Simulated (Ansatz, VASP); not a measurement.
**CdSe: VASP beside Ansatz**

INCAR

```
SYSTEM = CdSe
PREC     = Accurate       ! precision mode
ENCUT    = 520            ! plane-wave cutoff, eV
EDIFF    = 1E-7           ! SCF threshold, eV
ISMEAR   = 0              ! smearing method
SIGMA    = 0.05           ! smearing width, eV
LREAL    = .FALSE.        ! projectors in reciprocal space
LASPH    = .TRUE.         ! aspherical terms in the spheres
NELM     = 80             ! most SCF steps
ALGO     = Normal         ! electronic algorithm
ISIF     = 2              ! what is computed and relaxed
LWAVE    = .FALSE.        ! write WAVECAR
LCHARG   = .FALSE.        ! write CHGCAR
GGA      = PE             ! functional
NBANDS   = 26             ! bands
```

KPOINTS

```
Automatic mesh
0
G
  12 12 4
  0 0 0
```

File POSCAR:

```
CdSe
1.0
    4.2984999142      0.0000000000      0.0000000000
   -2.1492499571      3.7226101239      0.0000000000
    0.0000000000      0.0000000000      7.0152000000
Cd Se
2 2
Direct
    0.6666666667      0.3333333333      0.0000000000
    0.3333333333      0.6666666667      0.5000000000
    0.6666666667      0.3333333333      0.3750000000
    0.3333333333      0.6666666667      0.8750000000
```

Input for Ansatz:

```yaml
crystal:
  lattice:
    - [4.2984999142, 0.0, 0.0]
    - [-2.1492499571, 3.7226101239, 0.0]
    - [0.0, 0.0, 7.0152]
  atoms:
    - { symbol: Cd, position: [0.6666666667, 0.3333333333, 0.0] }
    - { symbol: Cd, position: [0.3333333333, 0.6666666667, 0.5] }
    - { symbol: Se, position: [0.6666666667, 0.3333333333, 0.375] }
    - { symbol: Se, position: [0.3333333333, 0.6666666667, 0.875] }
basis:
  ecutwfc: 420
kpoints:
  mp_grid: { grid: [12, 12, 4] }
hamiltonian:
  xc: pbe
scf:
  occupations: { method: gaussian, width: 0.05 }
output:
  forces: true
  stress: true
  eigenvalues: true
```

Alike in both runs: task single point; functional PBE; k mesh 12 × 12 × 4; occupations gaussian, width 0.05 eV; no spin polarisation.

|  | VASP | Ansatz |
| --- | --- | --- |
| version | VASP 6.6.1 | Ansatz 0.2.0 |
| potentials or method | VASP PAW PBE potentials, release 64 (Cd, Se), cutoff 520 eV | scalar-relativistic, plane waves, PAW |
| valence electrons in the cell | 36 | 72 |

|  | VASP | Ansatz | Ansatz less VASP |
| --- | --- | --- | --- |
| gap on the k mesh at the Fermi level (eV) | 0.67 | 0.67 | 0.000 |
| least direct gap on the mesh (eV) | 0.67 | 0.67 | 0.000 |
| pressure (GPa) | 3.3 | 3.0 | -0.33 |
| traceless stress, the component that is largest in VASP (GPa) | 0.15 | 0.14 | -0.008 |
| rms of the force components (eV/Å) | 0.012 | 0.012 | +0.0002 |

Atom by atom the forces differ by 0.000 eV/Å (rms over components). With one functional, cell and mesh, what is left measures potentials, basis and numerics. VASP's potentials hold 36 valence electrons a cell and Ansatz's 72, so a difference there can come from the potentials and not from the codes.
